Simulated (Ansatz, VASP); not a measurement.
**One calculation of InAs, two programs**

```xyz
2
Lattice="0.0000 3.3723 3.0789 3.0789 0.0000 3.0789 3.0789 3.3723 0.0000" Properties=species:S:1:pos:R:3 pbc="T T T"
In    0.0000    0.0000    0.0000
As    4.6184    5.0585    4.6184
```

Alike in both runs: task single point; functional PBE; k mesh 14 × 14 × 14; occupations gaussian, width 0.15 eV; no spin polarisation.

|  | VASP | Ansatz |
| --- | --- | --- |
| version | VASP 6.6.1 | Ansatz 0.2.0 |
| potentials or method | VASP PAW PBE potentials, release 64 (In_d, As), cutoff 520 eV | scalar-relativistic, plane waves, PAW |
| valence electrons in the cell | 18 | 28 |

```tsv
	VASP	Ansatz	Ansatz less VASP
gap on the k mesh at the Fermi level (eV)	none	none	-
pressure (GPa)	-3.1	-3.2	-0.02
traceless stress, the component that is largest in VASP (GPa)	-2.33	-2.33	0.000
```

A gap of «none» marks a metal or a gap that the smearing closes. VASP's potentials hold 18 valence electrons a cell and Ansatz's 28, so a difference there can come from the potentials and not from the codes.
